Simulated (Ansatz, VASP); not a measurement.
## HfO2 in VASP and in Ansatz

Contents of POSCAR:

```
HfO2
1.0
   -2.5575000000     -2.5575000000      0.0000000000
    2.5575000000     -2.5575000000      0.0000000000
    0.0000000000      0.0000000000     10.0800000000
Hf O
4 8
Direct
    0.0000000000      0.0000000000      0.9514508929
    0.5000000000      0.5000000000      0.1902901786
    0.0000000000      0.0000000000      0.4440104167
    0.5000000000      0.5000000000      0.6977306548
    0.5000000000      0.0000000000      0.0634300595
    0.0000000000      0.5000000000      0.3171502976
    0.5000000000      0.0000000000      0.5708705357
    0.0000000000      0.5000000000      0.8245907738
    0.5000000000      0.0000000000      0.3171502976
    0.0000000000      0.5000000000      0.5708705357
    0.5000000000      0.0000000000      0.8245907738
    0.0000000000      0.5000000000      0.0634300595
```

Contents of INCAR.step1:

```
ALGO = Normal
EDIFF = 1E-4
ENCUT = 520
GGA = PE
ISMEAR = 0
LASPH = True
LCHARG = False
LREAL = False
LWAVE = True
NBANDS = 56
NELM = 80
PREC = Accurate
SIGMA = 0.05
```

The input INCAR.step2:

```
ALGO = Normal
EDIFF = 1E-7
ENCUT = 520
ISIF = 2
ISMEAR = 0
ISTART = 1
LASPH = True
LCHARG = True
LELF = True
LMIXTAU = True
LREAL = False
LVHAR = True
LWAVE = False
METAGGA = R2SCAN
NBANDS = 56
NELM = 80
PREC = Accurate
SIGMA = 0.05
```

KPOINTS

```
k-points
0
Gamma
  6 6 3
```

Input for Ansatz:

```yaml
crystal:
  lattice:
    - [-2.5575, -2.5575, 0.0]
    - [2.5575, -2.5575, 0.0]
    - [0.0, 0.0, 10.08]
  atoms:
    - { symbol: Hf, position: [0.0, 0.0, 0.9514508929] }
    - { symbol: Hf, position: [0.5, 0.5, 0.1902901786] }
    - { symbol: Hf, position: [0.0, 0.0, 0.4440104167] }
    - { symbol: Hf, position: [0.5, 0.5, 0.6977306548] }
    - { symbol: O, position: [0.5, 0.0, 0.0634300595] }
    - { symbol: O, position: [0.0, 0.5, 0.3171502976] }
    - { symbol: O, position: [0.5, 0.0, 0.5708705357] }
    - { symbol: O, position: [0.0, 0.5, 0.8245907738] }
    - { symbol: O, position: [0.5, 0.0, 0.3171502976] }
    - { symbol: O, position: [0.0, 0.5, 0.5708705357] }
    - { symbol: O, position: [0.5, 0.0, 0.8245907738] }
    - { symbol: O, position: [0.0, 0.5, 0.0634300595] }
basis:
  ecutwfc: 500
kpoints:
  mp_grid: { grid: [6, 6, 3] }
hamiltonian:
  xc: r2scan
scf:
  occupations: { method: gaussian, width: 0.05 }
output:
  forces: true
  stress: true
  eigenvalues: true
  write_density: true
  write_potential: true
  elf: true
  volumetric_format: npy
```

Alike in both runs: task single point; functional r2SCAN; k mesh 6 × 6 × 3; occupations gaussian, width 0.05 eV; no spin polarisation.

|  | VASP | Ansatz |
| --- | --- | --- |
| version | VASP 6.6.1 | Ansatz 0.2.0 |
| potentials or method | VASP PAW PBE potentials, release 64 (Hf_pv, O), cutoff 520 eV | scalar-relativistic, plane waves, PAW |
| valence electrons in the cell | 88 | 152 |

|  | VASP | Ansatz | Ansatz less VASP |
| --- | --- | --- | --- |
| gap on the k mesh at the Fermi level (eV) | 3.75 | 3.74 | -0.002 |
| least direct gap on the mesh (eV) | 3.75 | 3.74 | -0.002 |
| pressure (GPa) | -8.1 | -4.4 | +3.79 |
| traceless stress, the component that is largest in VASP (GPa) | 4.64 | 4.55 | -0.090 |
| rms of the force components (eV/Å) | 0.639 | 0.645 | +0.0062 |

VASP's potentials were made for PBE, not for r2SCAN. Atom by atom the forces differ by 0.007 eV/Å (rms over components). VASP's potentials hold 88 valence electrons a cell and Ansatz's 152, so a difference there can come from the potentials and not from the codes.

Spin-orbit coupling is off throughout.
